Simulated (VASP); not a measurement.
Ru: electric field gradients with r2SCAN

The system is Ru.

```xyz
2
Lattice="2.6974 0.0000 0.0000 -1.3487 2.3361 0.0000 0.0000 0.0000 4.3699" Properties=species:S:1:pos:R:3 pbc="T T T"
Ru   -0.0405    1.5340    1.0269
Ru    1.3892    0.8020    3.3429
```

This cell differs from its parent crystal: shortest bond scaled by 0.94.

* Program: VASP 6.6.1
* Task: electric field gradients
* Functional: r2SCAN
* Potentials or basis: VASP PAW PBE potentials, release 64 (Ru_pv)
* Cutoff: 520 eV
* k mesh: 13 × 13 × 7
* Occupations: fermi-dirac, width 0.05 eV
* Spin: no spin polarisation
* Dipole correction: no
* Further INCAR settings: ALGO = Normal; EDIFF = 1e-08; NBANDS = 21

| Quantity | Value |
| --- | --- |
| Pressure | -1.9 GPa |
| Largest force | 1.388 eV/Å |
| Band gap on the k mesh | zero (bands 14 and 15 overlap by 3.04 eV) |
| Largest electric field gradient by atom | Ru -6.9 V/Å² |

Forces in eV/Å, atoms in the order of the input:
```
Ru   0.524  0.302  1.249
Ru  -0.524 -0.302 -1.249
```

Stress tensor (GPa, compression positive):
```
 1.77  1.34  1.80
 1.34  0.22  1.04
 1.80  1.04 -7.62
```

Levels at points of the mesh, in eV from the Fermi level:
```csv
k point,band 11,band 12,band 13,band 14,band 15,band 16,band 17,band 18
"(0.00, 0.00, 0.00)",-2.67,-2.25,-2.10,-1.36,-0.91,0.94,1.13,1.51
```

Electric field gradients, principal values (V/Å²):
```tsv
atom	least	middle	greatest (by size)
1 Ru	1.708	5.179	-6.887
2 Ru	1.708	5.179	-6.887
```

Run time: 4.3 min on 1 thread of Intel(R) Xeon(R) 6975P-C (Granite Rapids) (shared host), peak memory 0.26 GiB.

Caveat: the cell differs from its parent crystal (shortest bond scaled by 0.94); the stress differs along the axes, from -8 to 2 GPa; without QUAD_EFG the Cq values of the log hold for a quadrupole moment of 1 mb, not for the nuclei; the PAW data sets were made with another functional, which shifts forces and pressure a little.
